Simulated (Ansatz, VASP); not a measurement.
Two plane-wave programs on Os

```
Os
1.0
     1.93614   -1.93575    0.00000
     1.93614    1.93575    0.00000
     0.00000    0.00000    7.65544
Os
4
Cartesian
  1.9361 -0.9678 0.9568
  1.9361 -0.9679 4.7845
  1.9361 0.9678 6.6986
  1.9361 0.9679 2.8709
```

Alike in both runs: functional PBE; k mesh 6 × 6 × 4; occupations gaussian, width 0.1 eV; no spin polarisation.

Ansatz relaxed the structure, and its values are those at the end. VASP's run is a single point on that final structure, the one shown.

|  | VASP | Ansatz |
| --- | --- | --- |
| version | VASP 6.6.1 | Ansatz 0.2.0 |
| potentials or method | VASP PAW PBE potentials, release 64 (Os), cutoff 520 eV | scalar-relativistic, plane waves, PAW |
| valence electrons in the cell | 32 | 64 |

VASP gave:

* gap on the k mesh at the Fermi level (eV): none
* pressure (GPa): -0.1

Question: Which values does Ansatz return?

Answer: gap on the k mesh at the Fermi level (eV): none; pressure (GPa): 0.0.

A gap of «none» marks a metal or a gap that the smearing closes. VASP's potentials hold 32 valence electrons a cell and Ansatz's 64, so a difference there can come from the potentials and not from the codes.

The k mesh is coarse, so the values compare programs but aren't converged. Spin-orbit coupling is off throughout.
